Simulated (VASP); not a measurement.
# Ti3W (Pm-3m) in VASP: further runs, part 2 of 2

VASP 6.6.1. The steps go on from the part before.

### 4 Relaxation of cell and atoms, PBE

INCAR reads:

```
PREC = Accurate
ENCUT = 600
EDIFF = 1E-7
ISMEAR = 0
SIGMA = 0.1
LREAL = F
LASPH = T
NELM = 80
ALGO = Normal
ISIF = 3
LWAVE = F
LCHARG = F
GGA = PE
IBRION = 2
NSW = 90
EDIFFG = -0.04
```

KPOINTS reads:

```
regular mesh
0
Gamma
  4 4 4
```

POSCAR reads:

```
Ti3W
1.0
    3.9175775200      0.0000000000      0.0000000000
    0.0000000000      3.9175775200      0.0000000000
    0.0000000000      0.0000000000      3.9175775200
Ti W
3 1
Direct
    0.5000000000      0.0000000000      0.5000000000
    0.0000000000      0.5000000000      0.5000000000
    0.5000000000      0.5000000000      0.0000000000
    0.0000000000      0.0000000000      0.0000000000
```

Potentials or basis: VASP PAW PBE potentials, release 64 (Ti_sv, W_sv).

On the command line:

```bash
> cat potpaw_PBE.64/Ti_sv/POTCAR potpaw_PBE.64/W_sv/POTCAR > POTCAR
> mpirun -np 1 vasp_std > vasp.out
```

OUTCAR:

```text
PREC = Accurate
   ENCUT = 600
   EDIFF = 1E-7
   ISMEAR = 0
   LREAL = F
   LASPH = T
   NELM = 80
   ISIF = 3
   GGA = PE
   IBRION = 2
   NSW = 90
   EDIFFG = -0.04

 ion  position               nearest neighbor table
   1  0.500  0.000  0.500-   2 2.77   3 2.77   4 2.77   3 2.77   4 2.77   2 2.77   3 2.77   3 2.77
                             2 2.77   4 2.77   4 2.77   2 2.77
   2  0.000  0.500  0.500-   1 2.77   3 2.77   4 2.77   3 2.77   4 2.77   1 2.77   4 2.77   4 2.77
                             1 2.77   3 2.77   3 2.77   1 2.77
   3  0.500  0.500  0.000-   1 2.77   2 2.77   4 2.77   1 2.77   2 2.77   1 2.77   4 2.77   1 2.77
                             2 2.77   4 2.77   2 2.77   4 2.77
   4  0.000  0.000  0.000-   1 2.77   2 2.77   3 2.77   1 2.77   2 2.77   2 2.77   3 2.77   2 2.77
                             1 2.77   3 2.77   1 2.77   3 2.77

  LATTYP: Found a simple cubic cell.
 ALAT       =     3.9175775200

  Lattice vectors:

 A1 = (   3.9175775200,   0.0000000000,   0.0000000000)
 A2 = (   0.0000000000,   3.9175775200,   0.0000000000)
 A3 = (   0.0000000000,   0.0000000000,   3.9175775200)

Analysis of symmetry for initial positions (statically):
=====================================================================
 Subroutine PRICEL returns:
 Original cell was already a primitive cell.

 Routine SETGRP: Setting up the symmetry group for a
 simple cubic supercell.

 Subroutine GETGRP returns: Found 48 space group operations
 (whereof 48 operations were pure point group operations)
[... 141 lines left out ...]
 maximum number of plane-waves:      2022
 NGX is ok and might be reduce to    32
   NGX = 15   NGY = 15   NGZ = 15

--------------------------------------- Ionic step        1  -------------------------------------------

 number of electron      50.0000005 magnetization

 Free energy of the ion-electron system (eV)
  ---------------------------------------------------
  ext. energy  EPLUGINS =         0.00000000
  ---------------------------------------------------
  free energy    TOTEN  =       -35.43360482 eV

  energy without entropy =      -35.40058718  energy(sigma->0) =      -35.41709600

 E-fermi :  10.4098     XC(G=0): -12.6492

 val. band max:       10.3969897576   @ k =   0.5000   0.2500   0.2500
 cond. band min:      10.4477305914   @ k =   0.5000   0.2500   0.0000
 fundamental gap:      0.0507408338
 Fermi energy:        10.4097695181

 k-point     1 :       0.0000    0.0000    0.0000
  band No.  band energies     occupation
      1     -63.0019      2.00000
      2     -46.1781      2.00000
      3     -45.9623      2.00000
      4     -45.9623      2.00000
      5     -27.3044      2.00000
      6     -27.3044      2.00000
[... 432 lines left out ...]
--------------------------------------- Ionic step        4  -------------------------------------------

 number of electron      50.0000023 magnetization

 Free energy of the ion-electron system (eV)
  ---------------------------------------------------
  ext. energy  EPLUGINS =         0.00000000
  ---------------------------------------------------
  free energy    TOTEN  =       -35.83856354 eV

  energy without entropy =      -35.79493356  energy(sigma->0) =      -35.81674855

 E-fermi :   9.0412     XC(G=0): -12.0770

 val. band max:        9.0367111792   @ k =   0.2500   0.2500   0.0000
 cond. band min:       9.0707750908   @ k =   0.5000   0.2500   0.2500
 fundamental gap:      0.0340639116
 Fermi energy:         9.0412441266

 k-point     1 :       0.0000    0.0000    0.0000
  band No.  band energies     occupation
      1     -64.5927      2.00000
      2     -47.7503      2.00000
      3     -47.6129      2.00000
      4     -47.6129      2.00000
      5     -28.8052      2.00000
      6     -28.8052      2.00000
[... 350 lines left out ...]
  FREE ENERGIE OF THE ION-ELECTRON SYSTEM (eV)
  ---------------------------------------------------
  free  energy   TOTEN  =       -35.8385635443 eV

  energy  without entropy=      -35.7949335623  energy(sigma->0) =      -35.81674855

 reached required accuracy - stopping structural energy minimisation
```

OSZICAR:

```text
N       E                     dE             d eps       ncg     rms          rms(c)
DAV:   1     0.668703020845E+03    0.66870E+03   -0.28137E+04   600   0.230E+03
DAV:   2     0.407112805564E+02   -0.62799E+03   -0.61753E+03   600   0.650E+02
DAV:   3    -0.318434812099E+02   -0.72555E+02   -0.69258E+02  1020   0.181E+02
DAV:   4    -0.384339329877E+02   -0.65905E+01   -0.64917E+01   888   0.487E+01
[... 54 lines left out ...]
DAV:   6    -0.358385578654E+02   -0.60615E-04   -0.16306E-04   828   0.420E-02    0.185E-02
DAV:   7    -0.358385622814E+02   -0.44160E-05   -0.12193E-05   726   0.208E-02    0.266E-03
DAV:   8    -0.358385632561E+02   -0.97468E-06   -0.14700E-06   746   0.651E-03    0.129E-03
DAV:   9    -0.358385635967E+02   -0.34056E-06   -0.14121E-07   464   0.344E-03    0.682E-04
DAV:  10    -0.358385635443E+02    0.52374E-07   -0.27274E-08   360   0.179E-03
   4 F= -.35838564E+02 E0= -.35816749E+02  d E =-.404959E+00
```

CONTCAR:

```text
Ti3W
   1.00000000000000
     4.0675467078410721   -0.0000000000000000    0.0000000000000000
     0.0000000000000000    4.0675467078410721   -0.0000000000000000
    -0.0000000000000000   -0.0000000000000000    4.0675467078410721
  Ti              W
     3     1
Direct
     0.5000000000000000    0.0000000000000000    0.5000000000000000
     0.0000000000000000    0.5000000000000000    0.5000000000000000
     0.5000000000000000    0.5000000000000000    0.0000000000000000
     0.0000000000000000    0.0000000000000000    0.0000000000000000

  0.00000000E+00  0.00000000E+00  0.00000000E+00
  0.00000000E+00  0.00000000E+00  0.00000000E+00
  0.00000000E+00  0.00000000E+00  0.00000000E+00
  0.00000000E+00  0.00000000E+00  0.00000000E+00
```

It took 39 s on 1 thread of Intel Xeon 6975P-C (Granite Rapids), shared host; peak memory 0.19 GiB.

What came out:

```
Free energy                           : -35.8386 eV
Relaxed volume                        : 16.82 Å³/atom
Relaxed cell                          : a = 4.068 Å, b = 4.068 Å, c = 4.068 Å, α = 90.00°, β = 90.00°, γ = 90.00°
Space group after relaxing (to 0.1 Å) : Pm-3m (No. 221)
Energy gained by relaxing             : 101.2 meV/atom
Ionic steps                           : 4
Pressure after relaxing               : 0.0 GPa
Band gap on the k mesh                : zero (bands 25 and 26 overlap by 1.35 eV)
```

The path:
| step | energy change (eV) | largest force (eV/Å) | pressure (GPa) | volume (Å³) |
| --- | --- | --- | --- | --- |
| 1 | 0.0000 | 0.0000 | 19.63 | 60.12 |
| 2 | 0.1721 | 0.0000 | -15.99 | 77.61 |
| 3 | -0.4046 | 0.0000 | -0.48 | 67.50 |
| 4 | -0.4050 | 0.0000 | -0.04 | 67.30 |

Final structure:
```
Ti W
1.0
     4.06755    0.00000    0.00000
     0.00000    4.06755    0.00000
     0.00000    0.00000    4.06755
Ti W
3 1
Direct
  0.50000 0.00000 0.50000
  0.00000 0.50000 0.50000
  0.50000 0.50000 0.00000
  0.00000 0.00000 0.00000
```

Caveat: the k points lie up to 0.39 Å⁻¹ apart in the final cell, too coarse for converged energies and pressures of a metal; spin-orbit coupling is left out, which moves the levels of the heavy elements.

### 5 Single point, PBE, collinear spin

This run uses another cell than the first one, of 16.84 Å³/atom.

INCAR reads:

```
PREC = Accurate
ENCUT = 520
EDIFF = 1E-7
ISMEAR = 0
SIGMA = 0.1
LREAL = F
LASPH = T
NELM = 150
ALGO = Normal
ISIF = 2
LWAVE = F
LCHARG = F
ISPIN = 2
MAGMOM = 1 1 1 0
LORBIT = 11
LMAXMIX = 4
GGA = PE
NBANDS = 37
```

KPOINTS is that of step 4.

POSCAR reads:

```
Ti3W
1.0
    4.0684249993      0.0000000000      0.0000000000
    0.0000000000      4.0684249993      0.0000000000
    0.0000000000      0.0000000000      4.0684249993
Ti W
3 1
Direct
    0.5000000000      0.0000000000      0.5000000000
    0.0000000000      0.5000000000      0.5000000000
    0.5000000000      0.5000000000      0.0000000000
    0.0000000000      0.0000000000      0.0000000000
```

On the command line:

```bash
> cat potpaw_PBE.64/Ti_sv/POTCAR potpaw_PBE.64/W_sv/POTCAR > POTCAR
> mpirun -np 1 vasp_std > vasp.out
```

Run time: 33 s. Hardware: 1 thread of Intel Xeon 6975P-C (Granite Rapids), shared host; peak memory 0.2 GiB.

It converged, with:

| Property | Result |
| --- | --- |
| Free energy | -35.8419 eV |
| Pressure | -0.2 GPa |
| Band gap on the k mesh | zero (filled and empty bands overlap) |
| Net moment | 0.00 μB per cell |
| Valence electrons inside the program's atomic spheres | Ti 10.28; W 11.96 |

Levels at points of the mesh, in eV from the Fermi level:
Spin up:
```csv
k point,band 22,band 23,band 24,band 25,band 26,band 27
"(0.00, 0.00, 0.00)",-2.61,-2.61,0.53,0.53,0.53,2.44
"(0.50, 0.00, 0.00)",-1.30,-1.30,-0.79,-0.55,-0.55,0.44
"(0.50, 0.50, 0.00)",-1.28,-1.17,-0.53,-0.52,-0.51,-0.22
"(0.50, 0.50, 0.50)",-0.13,0.38,0.38,0.38,0.57,0.58
```
Spin down:
| k point | band 21 | band 22 | band 23 | band 24 | band 25 | band 26 | band 27 | band 28 |
| --- | --- | --- | --- | --- | --- | --- | --- | --- |
| (0.00, 0.00, 0.00) | -2.61 | -2.61 | -2.61 | 0.53 | 0.53 | 0.53 | 2.44 | 2.44 |
| (0.50, 0.00, 0.00) | -1.72 | -1.30 | -1.30 | -0.79 | -0.55 | -0.55 | 0.44 | 1.01 |
| (0.50, 0.50, 0.00) | -1.28 | -1.28 | -1.17 | -0.53 | -0.52 | -0.51 | -0.22 | -0.22 |
| (0.50, 0.50, 0.50) | -0.13 | -0.13 | 0.38 | 0.38 | 0.38 | 0.57 | 0.58 | 0.58 |

Caveat: the k points lie up to 0.39 Å⁻¹ apart, too coarse for converged energies and pressures of a metal; spin-orbit coupling is left out, which moves the levels of the heavy elements.

### 6 Summary

```csv
task,spin,cell,cutoff (eV),gap on the mesh (eV),pressure (GPa)
single point,off,"a = 3.918 Å, 4 atoms",520,none,19.6
single point,off,"a = 4.068 Å, 4 atoms",520,none,-0.1
relaxation of cell and atoms,off,"relaxed from a = 3.918 Å, 4 atoms",600,none,0.0
single point,collinear,"a = 4.068 Å, 4 atoms",520,none,-0.2
```

Alike in all rows: level PBE; potentials or basis VASP PAW PBE potentials, release 64 (Ti_sv, W_sv); k mesh 4 × 4 × 4; smearing gaussian 0.1 eV.

Caveats: all runs use coarse meshes; spin-orbit coupling is left out, which moves the levels of the heavy elements.

Absolute energies hang on the potentials; compare differences alone.
